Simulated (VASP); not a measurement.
Input of a VASP 6.6.1 run:

The input INCAR:

```
SYSTEM = Li2Ca
  PREC = Accurate
  ENCUT = 600
  EDIFF = 1E-6
  ISMEAR = 0
  SIGMA = 0.1
  LREAL = .FALSE.
  LASPH = .TRUE.
  NELM = 100
  ALGO = Normal
  ISIF = 3
  LWAVE = .FALSE.
  LCHARG = .FALSE.
  GGA = CA
  IBRION = 2
  NSW = 70
  EDIFFG = -0.005
```

File KPOINTS:

```
regular mesh
0
G
  8 8 8
  0 0 0
```

File POSCAR:

```
Li2Ca
1.0
    0.0000000000      4.3645114596      4.3645114596
    4.3645114596      0.0000000000      4.3645114596
    4.3645114596      4.3645114596      0.0000000000
Li Ca
4 2
Direct
    0.1250000000      0.1250000000      0.1250000000
    0.6250000000      0.1250000000      0.1250000000
    0.1250000000      0.1250000000      0.6250000000
    0.1250000000      0.6250000000      0.1250000000
    0.5000000000      0.5000000000      0.5000000000
    0.7500000000      0.7500000000      0.7500000000
```

Potentials or basis: VASP PAW LDA potentials, release 64 (Li_sv, Ca_sv).

The run is started by

```sh
$ cat potpaw_LDA.64/Li_sv/POTCAR potpaw_LDA.64/Ca_sv/POTCAR > POTCAR
$ mpirun -np 1 vasp_std > vasp.out
```

Task: Estimate the relaxed volume.

Result: 25.52 Å³/atom.

Task: Predict the space group after relaxing (to 0.05 Å).

Result: Fd-3m (No. 227).

Task: Estimate the band gap on the k mesh.

Result: Zero (band 16 reaches 1.79 eV, above the bottom of band 17 at 1.29 eV).

The path:
```
step  energy change (eV)  largest force (eV/Å)  pressure (GPa)  volume (Å³)
   1              0.0000                0.0000           -1.27       166.28
   2             -0.0344                0.0000           -0.82       161.04
   3             -0.0550                0.0000           -0.10       154.01
   4             -0.0553                0.0000            0.00       153.11
```

Caveat: the cutoff is under 1.25 times the usual one of these potentials, so pressure, stress and relaxed cells hold a basis-set (Pulay) error. LDA usually gives volumes a few per cent too small.
